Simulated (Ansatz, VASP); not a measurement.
**SnO2 in VASP and in Ansatz**

```xyz
6
Lattice="4.9510 0.0000 0.0000 0.0000 4.9510 0.0000 0.0000 0.0000 3.1255" Properties=species:S:1:pos:R:3 pbc="T T T"
Sn    0.0000    0.0000    0.0000
Sn    2.4755    2.4755    1.5627
O     1.5212    1.5212    0.0000
O     0.9543    3.9967    1.5627
O     3.9967    0.9543    1.5627
O     3.4298    3.4298    0.0000
```

Change from the starting cell: epitaxial_xy strain +4.0%.

Alike in both runs: task single point; functional PBE; k mesh 6 × 6 × 8; occupations fermi-dirac, width 0.02 eV; no spin polarisation.

```csv
,VASP,Ansatz
version,VASP 6.6.1,Ansatz 0.2.0
potentials or method,"VASP PAW PBE potentials, release 64 (Sn_d, O)","plane waves, PAW"
plane-wave cutoff (eV),520,420
valence electrons in the cell,52,52
```

```csv
,VASP,Ansatz,Ansatz less VASP
gap on the k mesh at the Fermi level (eV),0.78,0.80,+0.013
pressure (GPa),0.9,0.3,-0.59
"traceless stress, the component that is largest in VASP (GPa)",8.12,7.85,-0.277
rms of the force components (eV/Å),0.066,0.049,-0.0170
```

Atom by atom the forces differ by 0.017 eV/Å (rms over components). With one functional, cell and mesh, what is left measures potentials, basis and numerics.
